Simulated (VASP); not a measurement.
# Au (Fm-3m) in VASP: a series of runs, part 2 of 2

VASP 6.6.1. Earlier steps stand in the parts before.

### 3 Single point, PBEsol (volume scaled by 0.72)

File INCAR:

```
PREC = Accurate ; ENCUT = 520
EDIFF = 1E-6 ; ISMEAR = -1
SIGMA = 0.08 ; LREAL = False
LASPH = True ; NELM = 60
ALGO = Normal ; ISIF = 2
LWAVE = False ; LCHARG = False
GGA = PS ; NBANDS = 12
```

File KPOINTS:

```
Automatic mesh
0
Gamma
  18 18 18
```

File POSCAR:

```
Au
1.0
    0.0000000000      1.8300355251      1.8300355251
    1.8300355251      0.0000000000      1.8300355251
    1.8300355251      1.8300355251      0.0000000000
Au
1
Direct
    0.0000000000      0.0000000000      0.0000000000
```

Potentials or basis: VASP PAW PBE potentials, release 64 (Au).

Command:

```bash
cat potpaw_PBE.64/Au/POTCAR > POTCAR
mpirun -np 1 vasp_std > vasp.out
```

OUTCAR:

```text
PREC = Accurate
   ENCUT = 520
   EDIFF = 1E-6
   ISMEAR = -1
   LREAL = False
   LASPH = True
   NELM = 60
   ISIF = 2
   GGA = PS

 ion  position               nearest neighbor table
   1  0.000  0.000  0.000-

  LATTYP: Found a face centered cubic cell.
 ALAT       =     3.6600710502

  Lattice vectors:

 A1 = (   0.0000000000,   1.8300355251,   1.8300355251)
 A2 = (   1.8300355251,   0.0000000000,   1.8300355251)
 A3 = (   1.8300355251,   1.8300355251,   0.0000000000)

Analysis of symmetry for initial positions (statically):
[... 33 lines left out ...]
                                     Primitive cell

  volume of cell :      12.2577

  direct lattice vectors                    reciprocal lattice vectors
     0.000000000  1.830035525  1.830035525    -0.273218740  0.273218740  0.273218740
     1.830035525  0.000000000  1.830035525     0.273218740 -0.273218740  0.273218740
     1.830035525  1.830035525  0.000000000     0.273218740  0.273218740 -0.273218740

  length of vectors
     2.588061059  2.588061059  2.588061059     0.473228739  0.473228739  0.473228739

  position of ions in fractional coordinates (direct lattice)
     0.000000000  0.000000000  0.000000000

  ion indices of the primitive-cell ions
   primitive index   ion index
                 1           1

----------------------------------------------------------------------------------------

 KPOINTS: Automatic mesh

Automatic generation of k-mesh.
 Grid dimensions read from file:
 generate k-points for:   18   18   18

 Generating k-lattice:

  Cartesian coordinates                     Fractional coordinates (reciprocal lattice)
    -0.015178819  0.015178819  0.015178819     0.055555556  0.000000000  0.000000000
     0.015178819 -0.015178819  0.015178819     0.000000000  0.055555556  0.000000000
     0.015178819  0.015178819 -0.015178819     0.000000000  0.000000000  0.055555556

  Length of vectors
     0.026290485  0.026290485  0.026290485

  Shift w.r.t. Gamma in fractional coordinates (k-lattice)
     0.000000000  0.000000000  0.000000000

 Subroutine IBZKPT returns following result:
 ===========================================

 Found    195 irreducible k-points:

 Following reciprocal coordinates:
            Coordinates               Weight
  0.000000  0.000000  0.000000      1.000000
  0.055556  0.000000  0.000000      8.000000
  0.111111  0.000000  0.000000      8.000000
  0.166667  0.000000  0.000000      8.000000
  0.222222  0.000000  0.000000      8.000000
  0.277778  0.000000  0.000000      8.000000
[... 16 lines left out ...]
 -0.277778  0.055556  0.000000     24.000000
 -0.222222  0.055556  0.000000     24.000000
 [... further k-points ...]
   k-points           NKPTS =    195   k-points in BZ     NKDIM =    195   number of bands    NBANDS=     12
   number of dos      NEDOS =    301   number of ions     NIONS =      1
   total plane-waves  NPLWV =   8000
   dimension x,y,z NGX =    20 NGY =   20 NGZ =   20
   dimension x,y,z NGXF=    40 NGYF=   40 NGZF=   40
   ions per type =               1
   NGX,Y,Z   is equivalent  to a cutoff of  12.85, 12.85, 12.85 a.u.
   NGXF,Y,Z  is equivalent  to a cutoff of  25.69, 25.69, 25.69 a.u.
 SYSTEM =  unknown system
   PREC   = accura    normal or accurate (medium, high low for compatibility)
   ISTART =      0    job   : 0-new  1-cont  2-samecut
   ICHARG =      2    charge: 1-file 2-atom 10-const
   ISPIN  =      1    spin polarized calculation?
   LNONCOLLINEAR =      F non collinear calculations
   LSORBIT =      F    spin-orbit coupling
   LASPH  =      T    aspherical Exc in radial PAW
   ENCUT  =  520.0 eV  38.22 Ry    6.18 a.u.   4.81  4.81  4.81*2*pi/ulx,y,z
   NELM   =     60;   NELMIN=  2; NELMDL= -5     # of ELM steps
   EDIFF  = 0.1E-05   stopping-criterion for ELM
   LREAL  =      F    real-space projection
   EDIFFG = 0.1E-04   stopping-criterion for IOM
   NSW    =      0    number of steps for IOM
   IBRION =     -1    ionic relax: 0-MD 1-quasi-New 2-CG
   NFREE  =      0    steps in history (QN), initial steepest desc. (CG)
   ISIF   =      2    stress and relaxation
   ISYM   =      2    0-nonsym 1-usesym 2-fastsym
   POTIM  = 0.5000    time-step for ionic-motion
   TEBEG  =    0.0;   TEEND  =   0.0 temperature during run
   PSTRESS=    0.0 pullay stress
   NELECT =      11.0000    total number of electrons
   NUPDOWN=      -1.0000    fix difference up-down
   EMIN   =  10.00;   EMAX   =-10.00  energy-range for DOS
   EFERMI =   0.00;   METHOD = LEGACY
   ISMEAR =    -1;   SIGMA  =   0.08  broadening in eV -4-tet -1-fermi 0-gaus
   EFERMI_NEDOS =   21; number of points for ismear=-14 and -15
   IALGO  =     38    algorithm
   IMIX   =      4    mixing-type and parameters
     AMIX     =   0.40;   BMIX     =  1.00
     AMIX_MAG =   1.60;   BMIX_MAG =  1.00
  volume/ion in A,a.u.               =      12.26        82.72
  Fermi-wavevector in a.u.,A,eV,Ry     =   1.579075  2.984020 33.925844  2.493479
  Thomas-Fermi vector in A             =   2.679510
   LORBIT       =      0    0 simple, 1 ext, 2 COOP (PROOUT), +10 PAW based schemes
   GGA     = PS    functional components
   LHFCALC =     F    Hartree Fock is set to
   AEXX    =    0.0000 exact exchange contribution
   IVDW    =     0    specifies the selected vdW correction
   LEPSILON=     F    determine dielectric tensor
   LRPA    =     F    only Hartree local field effects (RPA)
 non-spin polarized calculation
  energy-cutoff  :      520.00
  volume of cell :       12.26
 maximum number of plane-waves:       342
   NGX =  9   NGY =  9   NGZ =  9

 number of electron      10.9999999 magnetization

 Free energy of the ion-electron system (eV)
  ---------------------------------------------------
  ext. energy  EPLUGINS =         0.00000000
  ---------------------------------------------------
  free energy    TOTEN  =        -2.42582564 eV

  energy without entropy =       -2.41953513  energy(sigma->0) =       -2.42268038

 E-fermi :  16.2269     XC(G=0): -14.9083

 val. band max:       16.2218571720   @ k =  -0.4444   0.1111   0.0000
 cond. band min:      16.2327805562   @ k =  -0.2222   0.2778   0.1111
 fundamental gap:      0.0109233842
 Fermi energy:        16.2269033058

 k-point     1 :       0.0000    0.0000    0.0000
  band No.  band energies     occupation
      1       1.9136      2.00000
      2       8.9489      2.00000
      3       8.9489      2.00000
      4       8.9489      2.00000
      5      11.6457      2.00000
      6      11.6457      2.00000
      7      29.2816      0.00000
      8      35.2556      0.00000
      9      35.2556      0.00000
     10      35.2556      0.00000
     11      41.3482      0.00000
     12      51.1594      0.00000

 k-point     2 :       0.0556    0.0000    0.0000
  band No.  band energies     occupation
      1       2.0626      2.00000
      2       8.8783      2.00000
      3       9.0108      2.00000
      4       9.0108      2.00000
      5      11.6080      2.00000
      6      11.6080      2.00000
      7      29.5296      0.00000
      8      34.5232      0.00000
      9      35.4992      0.00000
     10      35.4992      0.00000
     11      42.2275      0.00000
     12      49.2444      0.00000

 k-point     3 :       0.1111    0.0000    0.0000
  band No.  band energies     occupation
      1       2.4933      2.00000
      2       8.7000      2.00000
      3       9.1728      2.00000
      4       9.1728      2.00000
      5      11.5267      2.00000
      6      11.5267      2.00000
      7      30.2120      0.00000
      8      33.0136      0.00000
      9      36.2110      0.00000
     10      36.2110      0.00000
     11      43.7272      0.00000
     12      46.8678      0.00000
[... 286 lines left out ...]
 k-point    23 :      -0.2778    0.0556    0.0000
  band No.  band energies     occupation
      1       4.7747      2.00000
      2       8.9031      2.00000
      3       9.3034      2.00000
      4       9.3732      2.00000
      5      11.8790      2.00000
      6      12.8289      2.00000
      7      27.3565      0.00000
      8      31.3836      0.00000
      9      37.4698      0.00000
     10      39.6239      0.00000
     11      40.6466      0.00000
     12      42.2460      0.00000

 k-point    24 :      -0.2222    0.0556    0.0000
  band No.  band energies     occupation
      1       4.2546      2.00000
      2       8.4083      2.00000
      3       9.4331      2.00000
      4       9.5086      2.00000
      5      11.3832      2.00000
      6      12.2601      2.00000
      7      29.1833      0.00000
      8      32.0141      0.00000
      9      37.7509      0.00000
     10      39.1518      0.00000
     11      40.3216      0.00000
     12      43.2442      0.00000

 [... further k-points ...]
[... 5 lines left out ...]
  --------------------------------------------------------------------------------------
  -------------------------------------------------------------------------------------
  Total       11.0215522     11.0215522     11.0215522      0.0000000      0.0000000      0.0000000
  in kB     1440.6045730   1440.6045730   1440.6045730      0.0000000      0.0000000      0.0000000
  external PRESSURE =    1440.6045730 kB  Pullay stress =       0.0000000 kB

 VOLUME and BASIS-vectors are now :
 -----------------------------------------------------------------------------
  energy-cutoff  :      520.00
  volume of cell :       12.26
      direct lattice vectors                 reciprocal lattice vectors
     0.000000000  1.830035525  1.830035525    -0.273218740  0.273218740  0.273218740
     1.830035525  0.000000000  1.830035525     0.273218740 -0.273218740  0.273218740
     1.830035525  1.830035525  0.000000000     0.273218740  0.273218740 -0.273218740

 POSITION                                       TOTAL-FORCE (eV/Angst)
 -----------------------------------------------------------------------------------
      0.00000      0.00000      0.00000         0.000000      0.000000     -0.000000
 -----------------------------------------------------------------------------------
    total drift:                               -0.000000      0.000000      0.000000

  FREE ENERGIE OF THE ION-ELECTRON SYSTEM (eV)
  ---------------------------------------------------
  free  energy   TOTEN  =        -2.4258256355 eV

  energy  without entropy=       -2.4195351334  energy(sigma->0) =       -2.42268038
```

stdout:

```text
POSCAR found type information on POSCAR Au
 POSCAR found :  1 types and       1 ions
 scaLAPACK will be used
 -----------------------------------------------------------------------------
|                                                                             |
|                                                                             |
|     You enforced a specific xc type in the INCAR file but a different       |
|     I HOPE YOU KNOW WHAT YOU ARE DOING!                                     |
|                                                                             |
 -----------------------------------------------------------------------------

 LDA part: xc-table for (Slater+PW92), standard interpolation
 POSCAR, INCAR and KPOINTS ok, starting setup
 FFT: planning ... GRIDC
 FFT: planning ... GRID_SOFT
 FFT: planning ... GRID
 WAVECAR not read
 entering main loop
```

Wall time 18 s (1 thread of Intel Xeon Platinum 8488C (Sapphire Rapids), shared host); peak memory 0.14 GiB.

Results:

```
Free energy : -2.4258 eV
Pressure    : 144.1 GPa
```

Caveat: the PAW data sets were made with another functional, which shifts forces and pressure a little; spin-orbit coupling is left out, which moves the levels of the heavy elements.

### 4 Single point, PBEsol (volume scaled by 0.72)

File INCAR:

```
SYSTEM = Au
PREC = Accurate
ENCUT = 520
EDIFF = 1E-6
ISMEAR = -1
SIGMA = 0.08
LREAL = .FALSE.
LASPH = .TRUE.
NELM = 100
ALGO = Normal
ISIF = 2
LWAVE = .FALSE.
LCHARG = .TRUE.
GGA = PS
LELF = .TRUE.
LVHAR = .TRUE.
NBANDS = 12
```

File KPOINTS:

```
Automatic mesh
0
G
  18 18 18
  0 0 0
```

POSCAR is that of step 3.

Command:

```bash
cat potpaw_PBE.64/Au/POTCAR > POTCAR
mpirun -np 1 vasp_std > vasp.out
```

Wall time 20 s (1 thread of Intel Xeon Platinum 8488C (Sapphire Rapids), shared host); peak memory 0.14 GiB.

It converged, with:

| Property | Result |
| --- | --- |
| Free energy | -2.4258 eV |
| Pressure | 144.1 GPa |

Levels at points of the mesh, in eV from the Fermi level:
```
           k point  band 4  band 5  band 6  band 7  band 8  band 9
(0.00, 0.00, 0.00)   -7.28   -4.58   -4.58   13.05   19.03   19.03
(0.50, 0.00, 0.00)   -3.02   -2.45   -2.45    5.03   12.61   18.96
(0.50, 0.50, 0.00)   -1.86   -1.86   -0.30    8.78   10.48   10.48
```

Caveat: the PAW data sets were made with another functional, which shifts forces and pressure a little; spin-orbit coupling is left out, which moves the levels of the heavy elements.
